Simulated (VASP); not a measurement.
Set up this calculation in VASP 6.6.1, as the native input.

```
Task                   : single point
Functional             : LDA
Potentials or basis    : VASP PAW LDA potentials, release 64 (C, O)
Cutoff                 : 520 eV
k mesh                 : 6 × 6 × 4
Occupations            : gaussian, width 0.02 eV
Spin                   : no spin polarisation
Dipole correction      : no
Further INCAR settings : ALGO = Normal; EDIFF = 1e-06; NBANDS = 25
```

The structure of CO2 lies in POSCAR:

```
CO2
1.0
    2.5668493656     -2.3239866675      0.0000000000
    2.5668493656      2.3239866675      0.0000000000
    0.0000000000      0.0000000000      6.2186627149
C O
2 4
Direct
    0.0000000000      0.0000000000      0.0000000000
    0.5000000000      0.5000000000      0.5000000000
    0.7973558716      0.2026441284      0.8910102696
    0.2026441284      0.7973558716      0.1089897304
    0.7026441284      0.2973558716      0.3910102696
    0.2973558716      0.7026441284      0.6089897304
```

The input as run:

INCAR

```
PREC     = Accurate       # precision mode
ENCUT    = 520            # plane-wave cutoff, eV
EDIFF    = 1E-6           # SCF threshold, eV
ISMEAR   = 0              # smearing method
SIGMA    = 0.02           # smearing width, eV
LREAL    = F              # projectors in reciprocal space
LASPH    = T              # aspherical terms in the spheres
NELM     = 60             # most SCF steps
ALGO     = Normal         # electronic algorithm
ISIF     = 2              # what is computed and relaxed
LWAVE    = F              # write WAVECAR
LCHARG   = T              # write CHGCAR
LELF     = T              # ELF
LVHAR    = T            
NBANDS   = 25             # bands
```

KPOINTS

```
Automatic mesh
0
Gamma
  6 6 4
```

Potentials or basis: VASP PAW LDA potentials, release 64 (C, O).

The run is started by

```sh
$ cat potpaw_LDA.64/C/POTCAR potpaw_LDA.64/O/POTCAR > POTCAR
$ mpirun -np 1 vasp_std > vasp.out
```

Results of the run:

```yaml
Pressure: 2.3 GPa
Largest_force: 0.802 eV/Å
Band_gap_on_the_k_mesh: 6.44 eV, indirect (least direct gap 7.13 eV)
```

Wall time 76 s on 1 thread of Intel Xeon 6975P-C (shared host), peak memory 0.18 GiB.
